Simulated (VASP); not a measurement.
**TePb: single point with PBE**

The system is TePb.

```
Te Pb
1.0
     0.00000    3.27090    3.27090
     3.27090    0.00000    3.27090
     3.27090    3.27090    0.00000
Te Pb
1 1
Direct
  0.00000 0.00000 0.00000
  0.50000 0.50000 0.50000
```

```json
{
 "Program": "VASP 6.6.1",
 "Task": "single point",
 "Functional": "PBE",
 "Potentials or basis": "VASP PAW PBE potentials, release 64 (Te, Pb_d)",
 "Cutoff": "520 eV",
 "k mesh": "6 × 6 × 6",
 "Occupations": "gaussian, width 0.1 eV",
 "Spin": "no spin polarisation"
}
```

```
Pressure               : 0.4 GPa
Band gap on the k mesh : 0.81 eV, direct
```

Levels at points of the mesh, in eV from the valence-band top:
| k point | band 7 | band 8 | band 9 | band 10 | band 11 | band 12 | band 13 | band 14 |
| --- | --- | --- | --- | --- | --- | --- | --- | --- |
| (0.00, 0.00, 0.00) | -5.68 | -1.20 | -1.20 | -1.20 | 4.04 | 4.04 | 4.04 | 5.89 |
| (0.50, 0.00, 0.00) | -8.39 | -0.77 | -0.77 | 0.00 | 0.81 | 1.37 | 1.37 | 8.35 |
| (0.50, 0.50, 0.00) | -7.23 | -4.21 | -2.58 | -2.58 | 3.46 | 5.35 | 5.35 | 6.50 |

Wall time 18 s on 1 thread of Intel Xeon 6975P-C (shared host), peak memory 0.2 GiB.

Caveat: spin-orbit coupling is left out, which moves the levels of the heavy elements. A k mesh can miss the band edges.
